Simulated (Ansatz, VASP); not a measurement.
One calculation of Pt, two programs

The input POSCAR:

```
Pt
1.0
    0.0000000000      2.0557950000      1.9579000000
    2.0557950000      0.0000000000      1.9579000000
    2.0557950000      2.0557950000      0.0000000000
Pt
1
Direct
    0.0000000000      0.0000000000      0.0000000000
```

File INCAR.step1:

```
ALGO = Normal ; EDIFF = 1E-4
ENCUT = 520 ; GGA = PE
ISMEAR = 0 ; LASPH = True
LCHARG = False ; LREAL = False
LWAVE = True ; NBANDS = 11
NELM = 80 ; PREC = Accurate
SIGMA = 0.15
```

File INCAR.step2:

```
ALGO = Normal ; EDIFF = 1E-6
ENCUT = 520 ; ISIF = 2
ISMEAR = 0 ; ISTART = 1
LASPH = True ; LCHARG = False
LMIXTAU = True ; LREAL = False
LWAVE = False ; METAGGA = R2SCAN
NBANDS = 11 ; NELM = 80
PREC = Accurate ; SIGMA = 0.15
```

KPOINTS

```
k-points
0
Gamma
  20 20 20
```

Input for Ansatz:

```yaml
crystal:
  lattice:
    - [0.0, 2.055795, 1.9579]
    - [2.055795, 0.0, 1.9579]
    - [2.055795, 2.055795, 0.0]
  atoms:
    - { symbol: Pt, position: [0.0, 0.0, 0.0] }
basis:
  ecutwfc: 500
kpoints:
  mp_grid: { grid: [20, 20, 20] }
hamiltonian:
  xc: r2scan
scf:
  occupations: { method: gaussian, width: 0.15 }
output:
  forces: true
  stress: true
  eigenvalues: true
  write_density: true
  write_potential: true
  elf: true
  volumetric_format: npy
```

Change from the starting cell: strain +0.0500 x Voigt [1, 1, 0, 0, 0, 0], atoms carried along.

Alike in both runs: task single point; functional r2SCAN; k mesh 20 × 20 × 20; occupations gaussian, width 0.15 eV; no spin polarisation.

|  | VASP | Ansatz |
| --- | --- | --- |
| version | VASP 6.6.1 | Ansatz 0.2.0 |
| potentials or method | VASP PAW PBE potentials, release 64 (Pt), cutoff 520 eV | scalar-relativistic, plane waves, PAW |
| valence electrons in the cell | 10 | 18 |

Ansatz gave:

| Property | Result |
| --- | --- |
| gap on the k mesh at the Fermi level (eV) | none |
| pressure (GPa) | -17.0 |
| traceless stress, the component that is largest in VASP (GPa) | 1.38 |

Which values does VASP return?

gap on the k mesh at the Fermi level (eV): none; pressure (GPa): -16.6; traceless stress, the component that is largest in VASP (GPa): 1.42.

VASP's potentials were made for PBE, not for r2SCAN. A gap of «none» marks a metal or a gap that the smearing closes. VASP's potentials hold 10 valence electrons a cell and Ansatz's 18, so a difference there can come from the potentials and not from the codes.

Neither program's run includes spin-orbit coupling.
